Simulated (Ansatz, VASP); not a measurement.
# H4C in VASP and in Ansatz

```xyz
30
Lattice="7.2304 0.0000 0.0000 0.0000 7.2304 0.0000 0.0000 0.0000 7.2304" Properties=species:S:1:pos:R:3 pbc="T T T"
C     6.1437    5.6621    4.7573
C     3.3030    1.4370    5.2192
C     7.0189    1.9238    4.0163
C     0.8414    0.4108    0.6039
C     3.2054    4.8249    7.1624
C     6.5047    4.2367    1.2443
H     5.7006    6.0609    5.6731
H     7.2354    5.7549    4.8159
H     5.7767    6.2301    3.8973
H     5.8695    4.6109    4.6469
H     3.7110    1.7734    6.1859
H     3.8346    0.5332    4.8847
H     3.4294    2.2327    4.4705
H     2.2394    1.2175    5.3383
H     7.6299    2.8118    4.2491
H     6.6173    1.4867    4.9451
H     7.6394    1.1806    3.5062
H     6.1910    2.2104    3.3528
H     1.3737    1.3645    0.6951
H     0.7524   -0.0541    1.5910
H     1.3973   -0.2620   -0.0599
H    -0.1619    0.5879    0.1902
H     3.5240    5.7647    6.6904
H     2.2338    4.5267    6.7579
H     3.1172    4.9736    8.2444
H     3.9494    4.0468    6.9574
H     6.4108    5.3158    1.0961
H     5.6302    3.8706    1.7879
H     7.4071    4.0184    1.8208
H     6.5618    3.7387    0.2684
```

Alike in both runs: functional PBE; dispersion D3(BJ); k mesh 1 × 1 × 1; occupations fermi-dirac, width 0.02 eV; no spin polarisation.

Ansatz relaxed the structure, and its values are those at the end. VASP's run is a single point on that final structure, the one shown.

|  | VASP | Ansatz |
| --- | --- | --- |
| version | VASP 6.6.1 | Ansatz 0.2.0 |
| potentials or method | VASP PAW PBE potentials, release 64 (C, H), cutoff 520 eV | scalar-relativistic, plane waves, PAW |
| valence electrons in the cell | 48 | 48 |

|  | VASP | Ansatz | Ansatz less VASP |
| --- | --- | --- | --- |
| rms of the force components (eV/Å) | 0.064 | 0.069 | +0.0047 |
